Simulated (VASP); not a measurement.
Set up this calculation in VASP 6.6.1, as the native input.

```yaml
Task: single point
Functional: PBE
Potentials_or_basis: VASP PAW PBE potentials, release 64 (Na_pv)
Cutoff: 520 eV
k_mesh: 12 × 12 × 6
Occupations: fermi-dirac, width 0.05 eV
Spin: no spin polarisation
Dipole_correction: no
Further_INCAR_settings: ALGO = Normal; EDIFF = 1e-07; NBANDS = 14
```

The structure of Na lies in POSCAR:

```
Na
1.0
    3.7374447572      0.0000000000      0.0000000000
   -1.8687223786      3.2367221050      0.0000000000
    0.0000000000      0.0000000000      6.1302874478
Na
2
Direct
    0.3333333333      0.6666666667      0.2500000000
    0.6666666667      0.3333333333      0.7500000000
```

One way to write it, as run:

INCAR

```
PREC = Accurate
ENCUT = 520
EDIFF = 1E-7
ISMEAR = -1
SIGMA = 0.05
LREAL = F
LASPH = T
NELM = 60
ALGO = Normal
ISIF = 2
LWAVE = F
LCHARG = T
GGA = PE
LELF = T
LVHAR = T
NBANDS = 14
```

KPOINTS

```
regular mesh
0
Gamma
  12 12 6
```

Potentials or basis: VASP PAW PBE potentials, release 64 (Na_pv).

Command:

```console
$ cat potpaw_PBE.64/Na_pv/POTCAR > POTCAR
$ mpirun -np 1 vasp_std > vasp.out
```

Results of the run:

The pressure is 0.0 GPa and the band gap on the k mesh is zero (band 7 reaches 2.41 eV, above the bottom of band 8 at -1.93 eV).

Wall time 55 s on 1 thread of Intel(R) Xeon(R) Platinum 8488C (Sapphire Rapids) (shared host), peak memory 0.21 GiB.
